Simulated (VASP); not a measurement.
Here is a VASP 6.6.1 calculation.

The input INCAR:

```
PREC = Accurate
ENCUT = 520
EDIFF = 1E-6
ISMEAR = -1
SIGMA = 0.1
LREAL = F
LASPH = T
NELM = 100
ALGO = Normal
ISIF = 2
LWAVE = F
LCHARG = F
GGA = RP
NBANDS = 10
```

KPOINTS

```
Automatic mesh
0
Gamma
  18 18 18
```

The input POSCAR:

```
Co
1.0
   -1.4306122386      1.4306122386      1.4306122386
    1.4306122386     -1.4306122386      1.4306122386
    1.4306122386      1.4306122386     -1.4306122386
Co
1
Direct
    0.0000000000      0.0000000000      0.0000000000
```

Potentials or basis: VASP PAW PBE potentials, release 64 (Co).

Command:

```sh
$ cat potpaw_PBE.64/Co/POTCAR > POTCAR
$ mpirun -np 1 vasp_std > vasp.out
```

Task: Predict the pressure.

Result: -14.0 GPa.

Caveat: the PAW data sets were made with another functional, which shifts forces and pressure a little; the run has no spin polarisation, though such a crystal can be magnetic. Spin polarisation is off, so any magnetic state and its effect on volume and gap are missing.
